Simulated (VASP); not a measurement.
Wanted: the native input for a VASP 6.6.1 run.

```
Task                   : single point
Functional             : PBEsol
Potentials or basis    : VASP PAW PBE potentials, release 64 (Sn_d, O)
Cutoff                 : 600 eV
k mesh                 : 4 × 4 × 4
Occupations            : gaussian, width 0.01 eV
Spin                   : no spin polarisation
Dipole correction      : no
Further INCAR settings : ALGO = Normal; EDIFF = 1e-06; NBANDS = 20
```

The structure of SnO2 lies in POSCAR:

```
SnO2
1.0
    1.6170930750      0.9336291222      4.8005925833
   -1.6170930750      0.9336291222      4.8005925833
    0.0000000000     -1.8672582443      4.8005925833
Sn O
1 2
Direct
    0.5000000000      0.5000000000      0.5000000000
    0.2371700033      0.2371700033      0.2371700033
    0.7628299967      0.7628299967      0.7628299967
```

The input as run:

INCAR

```
SYSTEM = SnO2
PREC = Accurate ; ENCUT = 600
EDIFF = 1E-6 ; ISMEAR = 0
SIGMA = 0.01 ; LREAL = .False.
LASPH = .True. ; NELM = 120
ALGO = Normal ; ISIF = 2
LWAVE = .False. ; LCHARG = .False.
GGA = PS ; NBANDS = 20
GGA_COMPAT = .False.
```

KPOINTS

```
regular mesh
0
Gamma
  4 4 4
  0 0 0
```

Potentials or basis: VASP PAW PBE potentials, release 64 (Sn_d, O).

Launch:

```console
$ cat potpaw_PBE.64/Sn_d/POTCAR potpaw_PBE.64/O/POTCAR > POTCAR
$ mpirun -np 1 vasp_std > vasp.out
```

It gave:

```yaml
Pressure: -4.7 GPa
Largest_force: 0.356 eV/Å
Band_gap_on_the_k_mesh: 1.87 eV (least direct gap 1.97 eV)
```

Caveat: the k points lie up to 0.57 Å⁻¹ apart; the PAW data sets were made with another functional, which shifts forces and pressure a little; spin-orbit coupling is left out, which moves the levels of the heavy elements.

Run time: 26 s on 1 thread of Intel(R) Xeon(R) Platinum 8259CL CPU @ 2.50GHz (Skylake/Cascade Lake) (shared host), peak memory 0.25 GiB.
